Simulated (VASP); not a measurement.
Crystal: CaBe2O3.

```
CELL_PARAMETERS angstrom
2.64216 -4.02909 0.00000
2.64216 4.02909 0.00000
0.00000 0.00000 2.62999
ATOMIC_POSITIONS crystal
Ca 0.50000 0.50000 0.00000
Be 0.21563 0.78437 0.00000
Be 0.78437 0.21563 0.00000
O 0.00000 0.00000 0.00000
O 0.50000 0.00000 0.50000
O 0.00000 0.50000 0.50000
```

| Item | Value |
| --- | --- |
| Program | VASP 6.6.1 |
| Task | relaxation of cell and atoms |
| Functional | PBE |
| Potentials or basis | VASP PAW PBE potentials, release 64 (Ca_sv, Be, O) |
| Cutoff | 600 eV |
| k mesh | 4 × 4 × 6 |
| Occupations | gaussian, width 0.1 eV |
| Spin | no spin polarisation |

At the start: pressure -10.2 GPa; volume 9.33 Å³/atom.

Where does the relaxation end?

Over 6 steps the energy falls by 500.7 meV/atom and the volume is 8.91 Å³/atom (-4.5 %); space group Cmmm (No. 65, to 0.05 Å).

The path:
```csv
step,energy change (eV),largest force (eV/Å),pressure (GPa),volume (Å³)
1,0.0000,6.2112,-10.23,56.00
2,-2.9110,0.6580,8.90,50.92
3,-2.9630,0.3246,5.56,51.45
4,-3.0034,0.0302,-0.36,53.58
5,-3.0035,0.0433,-0.11,53.48
6,-3.0042,0.0328,0.11,53.47
```

Final structure:
```
Ca Be O
1.0
     2.39055   -4.22612    0.00000
     2.39055    4.22612    0.00000
     0.00000    0.00000    2.64652
Ca Be O
1 2 3
Direct
  0.50000 0.50000 0.00000
  0.17945 0.82055 0.00000
  0.82055 0.17945 0.00000
  0.00000 0.00000 0.00000
  0.50000 0.00000 0.50000
  0.00000 0.50000 0.50000
```
